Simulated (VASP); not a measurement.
Input of a VASP 6.6.1 run:

File INCAR:

```
PREC     = Accurate       # precision mode
ENCUT    = 520            # plane-wave cutoff, eV
EDIFF    = 1E-6           # SCF threshold, eV
ISMEAR   = 0              # smearing method
SIGMA    = 0.05           # smearing width, eV
LREAL    = F              # projectors in reciprocal space
LASPH    = T              # aspherical terms in the spheres
NELM     = 60             # most SCF steps
ALGO     = Normal         # electronic algorithm
ISIF     = 2              # what is computed and relaxed
LWAVE    = F              # write WAVECAR
LCHARG   = F              # write CHGCAR
GGA      = PE             # functional
NBANDS   = 16             # bands
```

File KPOINTS:

```
Automatic mesh
0
Gamma
  12 12 12
```

The input POSCAR:

```
Si
1.0
   -3.4196732822      3.4196732822      1.7491628838
    3.4196732822     -3.4196732822      1.7491628838
    3.4196732822      3.4196732822     -1.7491628838
Si
4
Direct
    0.1786105079      0.1786105079      0.3572210158
    0.8213894921      0.8213894921      0.6427789842
    0.1786105079      0.8213894921      0.0000000000
    0.8213894921      0.1786105079      0.0000000000
```

Potentials or basis: VASP PAW PBE potentials, release 64 (Si).

Launch:

```sh
$ cat potpaw_PBE.64/Si/POTCAR > POTCAR
$ mpirun -np 1 vasp_std > vasp.out
```

What does it give for the largest force?

1.447 eV/Å.

Estimate the band gap on the k mesh.

zero (bands 8 and 9 overlap by 0.36 eV).

Forces on the atoms (eV/Å):
```
Si  -1.023 -1.023  0.000
Si   1.023  1.023  0.000
Si   1.023 -1.023  0.000
Si  -1.023  1.023  0.000
```

Caveat: semilocal functionals underestimate gaps, and a narrow one can read as zero; forces of over 1 eV/Å act on the atoms, so gaps and moduli don't describe the material at rest.
